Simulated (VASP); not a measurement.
Set up this calculation in VASP 6.6.1, as the native input.

- Task: relaxation of cell and atoms
- Functional: PBE
- Potentials or basis: VASP PAW PBE potentials, release 64 (Sb, Bi_d, O)
- Cutoff: 600 eV
- k mesh: 6 × 6 × 2
- Occupations: gaussian, width 0.1 eV
- Spin: no spin polarisation
- Dipole correction: no
- Further INCAR settings: ALGO = Normal; EDIFF = 1e-06; IBRION = 2; EDIFFG = -0.04; NSW = 90; ISIF = 3

The structure of BiSb4O lies in POSCAR:

```
BiSb4O
1.0
    4.2765309000      0.0000000000      0.0000000000
   -2.1382654500      3.7035844000      0.0000000000
    0.0000000000      0.0000000000      8.6508416900
Sb Bi O
4 1 1
Direct
    0.3333333300      0.6666666700      0.7665540000
    0.3333333300      0.6666666700      0.2334460000
    0.6666666700      0.3333333300      0.7665540000
    0.6666666700      0.3333333300      0.2334460000
    0.0000000000      0.0000000000      0.0000000000
    0.0000000000      0.0000000000      0.5000000000
```

The cell was built from a structure type or drawn by symmetry, and may not be a known phase.

The input as run:

INCAR

```
SYSTEM = BiSb4O
  PREC = Accurate
  ENCUT = 600
  EDIFF = 1E-6
  ISMEAR = 0
  SIGMA = 0.1
  LREAL = .FALSE.
  LASPH = .TRUE.
  NELM = 60
  ALGO = Normal
  ISIF = 3
  LWAVE = .FALSE.
  LCHARG = .FALSE.
  GGA = PE
  IBRION = 2
  NSW = 90
  EDIFFG = -0.04
```

KPOINTS

```
regular mesh
0
G
  6 6 2
  0 0 0
```

Potentials or basis: VASP PAW PBE potentials, release 64 (Sb, Bi_d, O).

Command:

```sh
$ cat potpaw_PBE.64/Sb/POTCAR potpaw_PBE.64/Bi_d/POTCAR potpaw_PBE.64/O/POTCAR > POTCAR
$ mpirun -np 1 vasp_std > vasp.out
```

Results of the run:

```json
{
  "Relaxed volume": "24.69 Å³/atom",
  "Relaxed cell": "a = 5.194 Å, b = 5.194 Å, c = 6.340 Å, α = 90.00°, β = 90.00°, γ = 120.00°",
  "Space group after relaxing (to 0.1 Å)": "P6/mmm (No. 191)",
  "Pressure after relaxing": "-0.1 GPa",
  "Largest force after relaxing": "0.012 eV/Å",
  "Band gap on the k mesh": "zero (an odd number of electrons rules out a gap without spin polarisation)"
}
```

Caveat: the k points lie up to 0.50 Å⁻¹ apart in the final cell, too coarse for converged energies and pressures of a metal; a cell axis changed by over 15 % at a fixed basis, so the end point is rough; spin-orbit coupling is left out, which moves the levels of the heavy elements; an odd number of electrons without spin polarisation forces a metal; a magnetic or distorted state may lie lower.

Wall time 10 min on 1 thread of Intel(R) Xeon(R) 6975P-C (Granite Rapids), with other jobs on the host, peak memory 0.34 GiB.
